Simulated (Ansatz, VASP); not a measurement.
## NaCl: VASP beside Ansatz

The input INCAR:

```
SYSTEM = NaCl
PREC = Accurate ; ENCUT = 520
EDIFF = 1E-6 ; ISMEAR = 0
SIGMA = 0.05 ; LREAL = .FALSE.
LASPH = .TRUE. ; NELM = 100
ALGO = Normal ; ISIF = 2
LWAVE = .FALSE. ; LCHARG = .FALSE.
GGA = PS ; NBANDS = 14
```

Contents of KPOINTS:

```
Automatic mesh
0
G
  8 8 8
  0 0 0
```

The input POSCAR:

```
NaCl
1.0
    0.0530953125      2.8317500000      2.8317500000
    2.8848453125      0.0000000000      2.8848453125
    2.8317500000      2.8317500000      0.0530953125
Na Cl
1 1
Direct
    0.0000000000      0.0000000000      0.0000000000
    0.5000000000      0.5000000000      0.5000000000
```

Input for Ansatz:

```yaml
crystal:
  lattice:
    - [0.0530953125, 2.83175, 2.83175]
    - [2.8848453125, 0.0, 2.8848453125]
    - [2.83175, 2.83175, 0.0530953125]
  atoms:
    - { symbol: Na, position: [0.0, 0.0, 0.0] }
    - { symbol: Cl, position: [0.5, 0.5, 0.5] }
basis:
  ecutwfc: 420
kpoints:
  mp_grid: { grid: [8, 8, 8] }
hamiltonian:
  xc: pbesol
scf:
  occupations: { method: gaussian, width: 0.05 }
output:
  forces: true
  stress: true
  eigenvalues: true
```

Change from the starting cell: strain +0.0375 x Voigt [0, 0, 0, 0, 1, 0], atoms carried along.

Alike in both runs: task single point; functional PBEsol; k mesh 8 × 8 × 8; occupations gaussian, width 0.05 eV; no spin polarisation.

|  | VASP | Ansatz |
| --- | --- | --- |
| version | VASP 6.6.1 | Ansatz 0.2.0 |
| potentials or method | VASP PAW PBE potentials, release 64 (Na_pv, Cl), cutoff 520 eV | scalar-relativistic, plane waves, PAW |
| valence electrons in the cell | 14 | 16 |

```csv
,VASP,Ansatz,Ansatz less VASP
gap on the k mesh at the Fermi level (eV),4.81,4.81,+0.004
least direct gap on the mesh (eV),4.81,4.81,+0.004
pressure (GPa),-0.8,-0.8,-0.02
"traceless stress, the component that is largest in VASP (GPa)",-0.45,-0.45,-0.003
```

VASP's potentials were made for PBE, not for PBEsol. VASP's potentials hold 14 valence electrons a cell and Ansatz's 16, so a difference there can come from the potentials and not from the codes.
